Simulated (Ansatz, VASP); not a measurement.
**MgPtS3 in VASP and in Ansatz**

```
Mg Pt S
1.0
     4.67991    0.00000    0.00000
     0.00000    4.67991    0.00000
     0.00000    0.00000    4.67991
Mg Pt S
1 1 3
Direct
  0.50000 0.50000 0.50000
  0.00000 0.00000 0.00000
  0.00000 0.50000 0.50000
  0.50000 0.00000 0.50000
  0.50000 0.50000 0.00000
```

Change from the starting cell: species swapped into the Mn3PdN type (Pm-3m, No. 221).

Alike in both runs: functional PBE; k mesh 3 × 3 × 3; occupations gaussian, width 0.15 eV; no spin polarisation.

Ansatz relaxed the structure, and its values are those at the end. VASP's run is a single point on that final structure, the one shown.

|  | VASP | Ansatz |
| --- | --- | --- |
| version | VASP 6.6.1 | Ansatz 0.2.0 |
| potentials or method | VASP PAW PBE potentials, release 64 (Mg, Pt, S), cutoff 600 eV | scalar-relativistic, plane waves, PAW |
| valence electrons in the cell | 30 | 46 |

|  | VASP | Ansatz | Ansatz less VASP |
| --- | --- | --- | --- |
| gap on the k mesh at the Fermi level (eV) | none | none | - |
| pressure (GPa) | -0.4 | -0.3 | +0.05 |

A gap of «none» marks a metal or a gap that the smearing closes. VASP's potentials hold 30 valence electrons a cell and Ansatz's 46, so a difference there can come from the potentials and not from the codes.

The k mesh is coarse, so the values compare programs but aren't converged. Spin-orbit coupling is off throughout.
